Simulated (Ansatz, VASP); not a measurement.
**Two plane-wave programs on BN**

```
B N
1.0
     2.76207    0.00000    0.00000
    -1.38104    2.15498    0.00000
     0.00000    0.00000    6.49527
B N
2 2
Cartesian
  0.0000 1.5293 1.6238
  1.3810 0.6256 4.8715
  0.0000 1.3277 4.8715
  1.3810 0.8273 1.6238
```

Change from the starting cell: normal strain along x +0.1100, normal strain along z +0.0000.

Alike in both runs: functional LDA; k mesh 12 × 12 × 4; occupations gaussian, width 0.05 eV; no spin polarisation.

Ansatz relaxed the structure, and its values are those at the end. VASP's run is a single point on that final structure, the one shown.

|  | VASP | Ansatz |
| --- | --- | --- |
| version | VASP 6.6.1 | Ansatz 0.2.0 |
| potentials or method | VASP PAW LDA potentials, release 64 (B, N), cutoff 520 eV | scalar-relativistic, plane waves, PAW |
| valence electrons in the cell | 16 | 16 |

Ansatz gave:

```
gap on the k mesh at the Fermi level (eV) : 3.53
least direct gap on the mesh (eV)         : 3.64
pressure (GPa)                            : -30.3
rms of the force components (eV/Å)        : 0.000
```

Problem. Estimate VASP's values.

Solution. gap on the k mesh at the Fermi level (eV): 3.52; least direct gap on the mesh (eV): 3.63; pressure (GPa): -29.9; rms of the force components (eV/Å): 0.010.

Ansatz warns that its potentials were made for another functional, while VASP's fit it. LDA's correlation is that of Perdew and Zunger in VASP and of Perdew and Wang (1992) in Ansatz. Both programs put the cell under strong tension, so it lies far from rest at this level. Ansatz's warnings: stress scf threshold loose.
